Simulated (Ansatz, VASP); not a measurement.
## One calculation of AlN, two programs

INCAR

```
SYSTEM = AlN
PREC = Accurate ; ENCUT = 600
EDIFF = 1E-7 ; ISMEAR = 0
SIGMA = 0.02 ; LREAL = .False.
LASPH = .True. ; NELM = 120
ALGO = Normal ; ISIF = 3
LWAVE = .False. ; LCHARG = .False.
GGA = PS ; IBRION = 2
NSW = 100 ; EDIFFG = -0.002
GGA_COMPAT = .False. ; NELMIN = 4
```

Contents of KPOINTS:

```
Automatic mesh
0
Gamma
  9 9 6
  0 0 0
```

Contents of POSCAR:

```
AlN
1.0
    3.1179847954      0.0000000000      0.0000000000
   -1.5589923977      2.7002540414      0.0000000000
    0.0000000000      0.0000000000      5.0511353685
Al N
2 2
Direct
    0.3333333333      0.6666666667      0.0000000000
    0.6666666667      0.3333333333      0.5000000000
    0.3333333333      0.6666666667      0.3780000000
    0.6666666667      0.3333333333      0.8780000000
```

Input for Ansatz:

```yaml
crystal:
  lattice:
    - [3.1179847954, 0.0, 0.0]
    - [-1.5589923977, 2.7002540414, 0.0]
    - [0.0, 0.0, 5.0511353685]
  atoms:
    - { symbol: Al, position: [0.3333333333, 0.6666666667, 0.0] }
    - { symbol: Al, position: [0.6666666667, 0.3333333333, 0.5] }
    - { symbol: "N", position: [0.3333333333, 0.6666666667, 0.378] }
    - { symbol: "N", position: [0.6666666667, 0.3333333333, 0.878] }
basis:
  ecutwfc: 420
kpoints:
  mp_grid: { grid: [9, 9, 6] }
hamiltonian:
  xc: pbesol
scf:
  occupations: { method: gaussian, width: 0.02 }
output:
  forces: true
  stress: true
  eigenvalues: true
  write_density: true
  write_potential: true
  elf: true
  volumetric_format: npy
relax:
  adjacent_minimum: "off"
  f_tol: 0.002
  max_steps: 80
  cell: { stress_tol: 0.02 }
```

Alike in both runs: task relaxation of cell and atoms; functional PBEsol; k mesh 9 × 9 × 6; occupations gaussian, width 0.02 eV; no spin polarisation.

```csv
,VASP,Ansatz
version,VASP 6.6.1,Ansatz 0.2.0
potentials or method,"VASP PAW PBE potentials, release 64 (Al, N), cutoff 600 eV","scalar-relativistic, plane waves, PAW"
valence electrons in the cell,16,16
```

|  | VASP | Ansatz | Ansatz less VASP |
| --- | --- | --- | --- |
| gap on the k mesh at the Fermi level, each at its own relaxed structure (eV) | 4.12 | 4.09 | -0.025 |
| relaxed volume (Å³/atom) | 10.45 | 10.46 | +0.009 |
| relaxed cell length with the largest relative difference (Å) | 3.113 | 3.114 | +0.0010 |

VASP's potentials were made for PBE, not for PBEsol.
